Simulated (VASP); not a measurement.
A run of VASP 6.6.1 is set up as follows.

File INCAR:

```
  PREC = Accurate
  ENCUT = 520
  EDIFF = 1E-7
  ISMEAR = -1
  SIGMA = 0.08
  LREAL = F
  LASPH = T
  NELM = 80
  ALGO = Normal
  ISIF = 2
  LWAVE = F
  LCHARG = F
  GGA = PE
  NBANDS = 12
```

Contents of KPOINTS:

```
regular mesh
0
Gamma
  12 12 12
```

The input POSCAR:

```
Tl
1.0
    2.8871115793      0.0000000000      0.0000000000
    0.0000000000      2.8871115793      0.0000000000
    0.0000000000      0.0000000000      2.8871115793
Tl
1
Direct
    0.0000000000      0.0000000000      0.0000000000
```

Potentials or basis: VASP PAW PBE potentials, release 64 (Tl_d).

The run is started by

```sh
$ cat potpaw_PBE.64/Tl_d/POTCAR > POTCAR
$ mpirun -np 1 vasp_std > vasp.out
```

Question: Estimate the pressure.

Answer: 20.1 GPa.
